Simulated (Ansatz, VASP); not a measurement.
## Two plane-wave programs on BeS

INCAR

```
PREC     = Accurate       # precision mode
ENCUT    = 600            # plane-wave cutoff, eV
EDIFF    = 1E-6           # SCF threshold, eV
ISMEAR   = 0              # smearing method
SIGMA    = 0.01           # smearing width, eV
LREAL    = False          # projectors in reciprocal space
LASPH    = True           # aspherical terms in the spheres
NELM     = 120            # most SCF steps
ALGO     = Normal         # electronic algorithm
ISIF     = 2              # what is computed and relaxed
LWAVE    = False          # write WAVECAR
LCHARG   = False          # write CHGCAR
GGA      = PS             # functional
NBANDS   = 11             # bands
GGA_COMPAT= False
```

File KPOINTS:

```
Automatic mesh
0
Gamma
  8 8 8
```

Contents of POSCAR:

```
BeS
1.0
    0.0000000000      2.4188655904      2.4188655904
    2.4188655904      0.0000000000      2.4188655904
    2.4188655904      2.4188655904      0.0000000000
Be S
1 1
Direct
    0.0000000000      0.0000000000      0.0000000000
    0.2500000000      0.2500000000      0.2500000000
```

Input for Ansatz:

```yaml
crystal:
  lattice:
    - [0.0, 2.4188655904, 2.4188655904]
    - [2.4188655904, 0.0, 2.4188655904]
    - [2.4188655904, 2.4188655904, 0.0]
  atoms:
    - { symbol: Be, position: [0.0, 0.0, 0.0] }
    - { symbol: S, position: [0.25, 0.25, 0.25] }
basis:
  ecutwfc: 420
kpoints:
  mp_grid: { grid: [8, 8, 8] }
  band_path:
    path:
      - [0.0, 0.0, 0.0]
      - [0.0, 0.0, 0.0]
      - [0.0, 0.0, 0.0]
      - [0.0, 0.0, 0.0]
      - [0.0, 0.0, 0.0]
      - [0.0, 0.0, 0.0]
      - [0.0, 0.0, 0.0]
      - [0.0, 0.0, 0.0]
      - [0.0, 0.0, 0.0]
      - [0.0, 0.0, 0.0]
      - [0.0, 0.0, 0.0]
      - [0.0, 0.0, 0.0]
      - [0.0, 0.0, 0.0]
      - [0.0, 0.0, 0.0]
      - [0.0, 0.0, 0.0]
      - [0.0, 0.0, 0.0]
      - [0.0, 0.0, 0.0]
      - [0.0, 0.0, 0.0]
      - [0.0, 0.0, 0.0]
      - [0.0, 0.0, 0.0]
      - [0.0, 0.0, 0.0]
      - [0.0, 0.0, 0.0]
      - [0.0, 0.0, 0.0]
      - [0.0, 0.0, 0.0]
      - [0.0, 0.0, 0.0]
      - [0.0, 0.0, 0.0]
      - [0.3, 0.3, 0.0]
      - [0.3166666667, 0.3166666667, 0.0]
      - [0.3333333333, 0.3333333333, 0.0]
      - [0.35, 0.35, 0.0]
      - [0.3666666667, 0.3666666667, 0.0]
      - [0.3833333333, 0.3833333333, 0.0]
      - [0.4, 0.4, 0.0]
      - [0.4166666667, 0.4166666667, 0.0]
      - [0.4333333333, 0.4333333333, 0.0]
      - [0.45, 0.45, 0.0]
      - [0.4666666667, 0.4666666667, 0.0]
      - [0.4833333333, 0.4833333333, 0.0]
      - [0.5, 0.5, 0.0]
      - [0.5, 0.5, 0.5]
      - [0.5, 0.5, 0.5]
      - [0.5, 0.5, 0.5]
      - [0.5, 0.5, 0.5]
      - [0.5, 0.5, 0.5]
      - [0.5, 0.5, 0.5]
      - [0.5, 0.5, 0.5]
      - [0.5, 0.5, 0.5]
      - [0.5, 0.5, 0.5]
      - [0.5, 0.5, 0.5]
      - [0.5, 0.5, 0.5]
      - [0.5, 0.5, 0.5]
      - [0.5, 0.5, 0.5]
    npoints: 1
hamiltonian:
  xc: pbesol
  pseudopotentials: { kind: paw, azcp: { folder: soft_1 } }
scf:
  occupations: { method: fixed }
  n_extra_bands: 5
output:
  eigenvalues: true
```

Alike in both runs: task single point; functional PBEsol; k mesh 8 × 8 × 8; no spin polarisation.

|  | VASP | Ansatz |
| --- | --- | --- |
| version | VASP 6.6.1 | Ansatz 0.2.0 |
| potentials or method | VASP PAW PBE potentials, release 64 (Be, S), cutoff 600 eV | scalar-relativistic, plane waves, PAW |
| occupations | gaussian, width 0.01 eV | fixed |
| valence electrons in the cell | 8 | 8 |

|  | VASP | Ansatz | Ansatz less VASP |
| --- | --- | --- | --- |
| gap on the k mesh at the Fermi level (eV) | 2.91 | 2.91 | -0.002 |
| least direct gap on the mesh (eV) | 5.61 | 5.58 | -0.025 |

VASP's potentials were made for PBE, not for PBEsol, and Ansatz warns of the same on its side.
